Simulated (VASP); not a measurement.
# Fe (P6_3/mmc) in VASP: notebook, part 2 of 2

VASP 6.6.1. Earlier steps stand in the parts before.

## Step 4: Single point, PBE, collinear spin, ferrimagnetic start

This run uses another cell than the first one, of 10.36 Å³/atom.

Contents of INCAR:

```
SYSTEM = Fe
ALGO = Normal
EDIFF = 1E-6
ENCUT = 600
GGA = PE
GGA_COMPAT = .FALSE.
ISIF = 2
ISMEAR = -1
ISPIN = 2
LASPH = .TRUE.
LCHARG = .FALSE.
LMAXMIX = 4
LORBIT = 11
LREAL = .FALSE.
LWAVE = .FALSE.
MAGMOM = 0.331 0.331 -0.986 -0.986
NBANDS = 28
NELM = 200
PREC = Accurate
SIGMA = 0.05
```

Contents of KPOINTS:

```
k-points
0
G
  19 19 6
  0 0 0
```

Contents of POSCAR:

```
Fe
1.0
    2.4515931915      0.0000000000      0.0000000000
   -1.2257965958      2.1231419836      0.0000000000
    0.0000000000      0.0000000000      7.9647182775
Fe
4
Direct
    1.0000000000      0.0000000000      1.0000000000
    0.0000000000      0.0000000000      0.5000000000
    0.3333333333      0.6666666667      0.2500000000
    0.6666666667      0.3333333333      0.7500000000
```

Potentials or basis: VASP PAW PBE potentials, release 64 (Fe).

Command:

```bash
> cat potpaw_PBE.64/Fe/POTCAR > POTCAR
> mpirun -np 1 vasp_std > vasp.out
```

OUTCAR:

```text
SYSTEM = Fe
   EDIFF = 1E-6
   ENCUT = 600
   GGA = PE
   ISIF = 2
   ISMEAR = -1
   ISPIN = 2
   LASPH = .TRUE.
   LORBIT = 11
   LREAL = .FALSE.
   NELM = 200
   PREC = Accurate

 ion  position               nearest neighbor table
   1  0.000  0.000  0.000-   3 2.44   4 2.44   4 2.44   3 2.44   4 2.44   3 2.44
   2  0.000  0.000  0.500-   3 2.44   4 2.44   4 2.44   3 2.44   4 2.44   3 2.44
   3  0.333  0.667  0.250-   1 2.44   2 2.44   1 2.44   2 2.44   1 2.44   2 2.44
   4  0.667  0.333  0.750-   1 2.44   2 2.44   1 2.44   2 2.44   1 2.44   2 2.44

  LATTYP: Found a hexagonal cell.
 ALAT       =     2.4515931915
 C/A-ratio  =     3.2487927871

  Lattice vectors:

 A1 = (   2.4515931915,   0.0000000000,   0.0000000000)
 A2 = (  -1.2257965958,   2.1231419836,   0.0000000000)
 A3 = (   0.0000000000,   0.0000000000,   7.9647182775)

Analysis of symmetry for initial positions (statically):
=====================================================================
 Subroutine PRICEL returns:
 Original cell was already a primitive cell.

 Routine SETGRP: Setting up the symmetry group for a
 hexagonal supercell.

 Subroutine GETGRP returns: Found 24 space group operations
 (whereof 12 operations were pure point group operations)
 out of a pool of 24 trial point group operations.

The static configuration has the point symmetry D_3d.
 The point group associated with its full space group is D_6h.

Analysis of symmetry for dynamics (positions and initial velocities):
=====================================================================
 Subroutine PRICEL returns:
 Original cell was already a primitive cell.

 Routine SETGRP: Setting up the symmetry group for a
 hexagonal supercell.

 Subroutine GETGRP returns: Found 24 space group operations
 (whereof 12 operations were pure point group operations)
 out of a pool of 24 trial point group operations.

The dynamic configuration has the point symmetry D_3d.
 The point group associated with its full space group is D_6h.

Analysis of structural, dynamic, and magnetic symmetry:
=====================================================================
 Subroutine PRICEL returns:
 Original cell was already a primitive cell.

 Routine SETGRP: Setting up the symmetry group for a
 hexagonal supercell.

 Subroutine GETGRP returns: Found 24 space group operations
 (whereof 12 operations were pure point group operations)
 out of a pool of 24 trial point group operations.

The overall configuration has the point symmetry D_3d.
 The point group associated with its full space group is D_6h.

 Subroutine INISYM returns: Found 24 space group operations
 (whereof 12 operations are pure point group operations),
 and found     1 'primitive' translations

----------------------------------------------------------------------------------------

                                     Primitive cell

  volume of cell :      41.4570

  direct lattice vectors                    reciprocal lattice vectors
     2.451593192  0.000000000  0.000000000     0.407898016  0.235500030  0.000000000
    -1.225796596  2.123141984  0.000000000     0.000000000  0.471000059  0.000000000
     0.000000000  0.000000000  7.964718278     0.000000000  0.000000000  0.125553719

[... 77 lines left out ...]
 SYSTEM =  Fe
   PREC   = accura    normal or accurate (medium, high low for compatibility)
   ISTART =      0    job   : 0-new  1-cont  2-samecut
   ICHARG =      2    charge: 1-file 2-atom 10-const
   ISPIN  =      2    spin polarized calculation?
   LNONCOLLINEAR =      F non collinear calculations
   LSORBIT =      F    spin-orbit coupling
   LASPH  =      T    aspherical Exc in radial PAW
   ENCUT  =  600.0 eV  44.10 Ry    6.64 a.u.   4.90  4.90 15.91*2*pi/ulx,y,z
   NELM   =    200;   NELMIN=  2; NELMDL= -5     # of ELM steps
   EDIFF  = 0.1E-05   stopping-criterion for ELM
   LREAL  =      F    real-space projection
[... 7 lines left out ...]
   TEBEG  =    0.0;   TEEND  =   0.0 temperature during run
   PSTRESS=    0.0 pullay stress
   NELECT =      32.0000    total number of electrons
   NUPDOWN=      -1.0000    fix difference up-down
   EMIN   =  10.00;   EMAX   =-10.00  energy-range for DOS
   EFERMI =   0.00;   METHOD = LEGACY
   ISMEAR =    -1;   SIGMA  =   0.05  broadening in eV -4-tet -1-fermi 0-gaus
   EFERMI_NEDOS =   21; number of points for ismear=-14 and -15
   IALGO  =     38    algorithm
   IMIX   =      4    mixing-type and parameters
     AMIX     =   0.40;   BMIX     =  1.00
     AMIX_MAG =   1.60;   BMIX_MAG =  1.00
  volume/ion in A,a.u.               =      10.36        69.94
  Fermi-wavevector in a.u.,A,eV,Ry     =   1.501731  2.837860 30.683812  2.255197
  Thomas-Fermi vector in A             =   2.613064
   LORBIT       =     11    0 simple, 1 ext, 2 COOP (PROOUT), +10 PAW based schemes
   GGA     = PE    functional components
   LHFCALC =     F    Hartree Fock is set to
   AEXX    =    0.0000 exact exchange contribution
   IVDW    =     0    specifies the selected vdW correction
   LEPSILON=     F    determine dielectric tensor
   LRPA    =     F    only Hartree local field effects (RPA)
 spin polarized calculation
  energy-cutoff  :      600.00
  volume of cell :       41.46
 maximum number of plane-waves:      1414
 NGX is ok and might be reduce to    20
   NGX =  9   NGY =  9   NGZ = 31

 number of electron      32.0000012 magnetization      -1.4415529

 Free energy of the ion-electron system (eV)
  ---------------------------------------------------
  ext. energy  EPLUGINS =         0.00000000
  ---------------------------------------------------
  free energy    TOTEN  =       -32.44619950 eV

  energy without entropy =      -32.39851343  energy(sigma->0) =      -32.42235647

 E-fermi :   6.7623     XC(G=0): -13.6878

 val. band max:        6.7614851749   @ k =   0.2632  -0.0000   0.3333
 cond. band min:       6.7639988346   @ k =   0.3158  -0.0000   0.5000
 fundamental gap:      0.0025136597
 Fermi energy:         6.7623464511

 spin component 1

 k-point     1 :       0.0000    0.0000    0.0000
  band No.  band energies     occupation
      1      -2.0785      1.00000
      2       0.2343      1.00000
      3       0.2910      1.00000
      4       1.9703      1.00000
      5       4.5170      1.00000
      6       4.8739      1.00000
[... 733 lines left out ...]
     27      18.8100      0.00000
     28      19.2444      0.00000

 [... further k-points ...]

 spin component 2

 k-point     1 :       0.0000    0.0000    0.0000
  band No.  band energies     occupation
      1      -2.1179      1.00000
      2       0.1523      1.00000
      3       0.2686      1.00000
      4       1.8035      1.00000
      5       4.2369      1.00000
      6       4.6661      1.00000
[... 733 lines left out ...]
     27      18.7045      0.00000
     28      18.9653      0.00000

 [... further k-points ...]

------------------------ aborting loop because EDIFF is reached ----------------------------------------

  FORCE on cell =-STRESS in cart. coord.  units (eV):
  Direction    XX          YY          ZZ          XY          YZ          ZX
  --------------------------------------------------------------------------------------
  -------------------------------------------------------------------------------------
  Total       -0.1270035     -0.1270035     -0.0173350      0.0000000     -0.0000000      0.0000000
  in kB       -4.9082696     -4.9082696     -0.6699411      0.0000000     -0.0000000      0.0000000
  external PRESSURE =      -3.4954934 kB  Pullay stress =       0.0000000 kB

 VOLUME and BASIS-vectors are now :
 -----------------------------------------------------------------------------
  energy-cutoff  :      600.00
  volume of cell :       41.46
      direct lattice vectors                 reciprocal lattice vectors
     2.451593192  0.000000000  0.000000000     0.407898016  0.235500030  0.000000000
    -1.225796596  2.123141984  0.000000000     0.000000000  0.471000059  0.000000000
     0.000000000  0.000000000  7.964718278     0.000000000  0.000000000  0.125553719

 POSITION                                       TOTAL-FORCE (eV/Angst)
 -----------------------------------------------------------------------------------
      0.00000      0.00000      0.00000        -0.000000      0.000000      0.000000
      0.00000      0.00000      3.98236        -0.000000      0.000000      0.000000
     -0.00000      1.41543      1.99118         0.000000     -0.000000     -0.000000
      1.22580      0.70771      5.97354        -0.000000      0.000000     -0.000000
 -----------------------------------------------------------------------------------
    total drift:                                0.000000     -0.000000      0.000000

  FREE ENERGIE OF THE ION-ELECTRON SYSTEM (eV)
  ---------------------------------------------------
  free  energy   TOTEN  =       -32.4461995016 eV

  energy  without entropy=      -32.3985134308  energy(sigma->0) =      -32.42235647

 total charge

# of ion       s       p       d       tot
------------------------------------------
    1        0.530   0.619   6.325   7.474
    2        0.530   0.619   6.325   7.474
    3        0.530   0.625   6.307   7.462
    4        0.530   0.625   6.307   7.462
--------------------------------------------------
tot          2.120   2.489  25.263  29.872

 magnetization (x)

# of ion       s       p       d       tot
------------------------------------------
    1        0.006   0.013   0.307   0.326
    2        0.006   0.013   0.307   0.326
    3        0.000   0.000  -1.038  -1.037
    4        0.000   0.000  -1.038  -1.037
--------------------------------------------------
tot          0.011   0.027  -1.461  -1.422
```

OSZICAR:

```text
N       E                     dE             d eps       ncg     rms          rms(c)
DAV:   1     0.242996384897E+03    0.24300E+03   -0.14763E+04 18544   0.167E+03
DAV:   2    -0.243660791312E+02   -0.26736E+03   -0.24637E+03 17928   0.321E+02
DAV:   3    -0.385224746303E+02   -0.14156E+02   -0.12738E+02 19204   0.106E+02
DAV:   4    -0.387143543139E+02   -0.19188E+00   -0.19140E+00 19688   0.139E+01
[... 14 lines left out ...]
DAV:  19    -0.324461877405E+02   -0.69198E-04   -0.85381E-04 33672   0.467E-01    0.190E-02
DAV:  20    -0.324461991264E+02   -0.11386E-04   -0.16841E-04 33496   0.178E-01    0.502E-03
DAV:  21    -0.324461996222E+02   -0.49574E-06   -0.24194E-05 27348   0.730E-02    0.217E-03
DAV:  22    -0.324461995016E+02    0.12053E-06   -0.20763E-06 14832   0.204E-02
   1 F= -.32446200E+02 E0= -.32422356E+02  d E =-.476861E-01  mag=    -1.4414
```

stdout:

```text
POSCAR found type information on POSCAR Fe
 POSCAR found :  1 types and       4 ions
 scaLAPACK will be used
 LDA part: xc-table for (Slater+PW92), standard interpolation
 POSCAR, INCAR and KPOINTS ok, starting setup
 FFT: planning ... GRIDC
 FFT: planning ... GRID_SOFT
 FFT: planning ... GRID
 WAVECAR not read
 entering main loop
```

It took 15 min on 1 thread of Oxide Virtual Turin-like, shared host; peak memory 0.38 GiB.

Results:

```
Free energy                                           : -32.4462 eV
Pressure                                              : -0.3 GPa
Net moment                                            : -1.44 μB per cell
Site moments                                          : Fe +0.33, -1.04 (each value once) μB
Valence electrons inside the program's atomic spheres : Fe 7.47, 7.46 (each value once)
```

## Step 5: Summary

```tsv
spin	cell	k mesh	cutoff (eV)	gap on the mesh (eV)	pressure (GPa)	moment (μB)
collinear, ferromagnetic start	a = 2.560, b = 2.560, c = 8.785 Å, angles 90.0, 90.0, 120.0°, 4 atoms	16 × 16 × 4	520	none	-6.0	10.37
collinear, ferromagnetic start	a = 2.526, b = 2.526, c = 8.671 Å, angles 90.0, 90.0, 120.0°, 4 atoms	19 × 19 × 5	520	none	0.3	10.23
collinear, ferrimagnetic start	a = 2.452, b = 2.452, c = 7.965 Å, angles 90.0, 90.0, 120.0°, 4 atoms	19 × 19 × 6	600	none	-0.3	1.44
```

Alike in all rows: task single point; level PBE; potentials or basis VASP PAW PBE potentials, release 64 (Fe); smearing fermi-dirac 0.05 eV.

Caveats: the cell stands under tension (at least some runs).

Absolute energies hang on the potentials; compare differences alone.
